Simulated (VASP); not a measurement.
**Cr: single point with r2SCAN**

Cr:

```
Cr
1.0
    -2.22063    2.22063    1.22450
     2.22063   -2.22063    1.22450
     2.22063    2.22063   -1.22450
Cr
2
Direct
  0.00000 0.00000 0.00000
  0.75000 0.25000 0.50000
```

```yaml
Program: VASP 6.6.1
Task: single point
Functional: r2SCAN
Potentials_or_basis: VASP PAW PBE potentials, release 64 (Cr_sv)
Cutoff: 770 eV
k_mesh: 8 × 8 × 8
Occupations: gaussian, width 0.1 eV
Spin: no spin polarisation
Dipole_correction: no
Further_INCAR_settings: ALGO = Normal; EDIFF = 1e-06; NBANDS = 21
```

The pressure is -0.5 GPa and the band gap on the k mesh is zero (bands 14 and 15 overlap by 1.58 eV).

Stress tensor (GPa, compression positive):
```
-0.52  0.00  0.00
 0.00 -0.52  0.00
 0.00  0.00 -0.60
```

Levels at points of the mesh, in eV from the Fermi level:
```csv
k point,band 11,band 12,band 13,band 14,band 15,band 16,band 17,band 18
"(0.00, 0.00, 0.00)",-3.19,-2.58,-1.92,1.12,1.12,1.17,1.17,2.87
"(0.50, 0.00, 0.00)",-2.76,-2.16,-0.25,-0.18,-0.10,1.40,2.10,2.13
"(0.50, 0.50, 0.00)",-2.47,-2.47,-1.34,-1.34,0.81,0.81,1.88,1.88
"(0.50, 0.50, 0.50)",-1.95,-1.95,-0.63,-0.63,0.80,0.80,1.42,1.42
```

Run time: 4.3 min on 1 thread of Intel(R) Xeon(R) Platinum 8259CL CPU @ 2.50GHz (Skylake/Cascade Lake) (shared host), peak memory 0.21 GiB.

Caveat: the k points lie up to 0.37 Å⁻¹ apart, too coarse for converged energies and pressures of a metal; the PAW data sets were made with another functional, which shifts forces and pressure a little; the run has no spin polarisation, though such a crystal can be magnetic. Spin polarisation is off, so any magnetic state and its effect on volume and gap are missing.
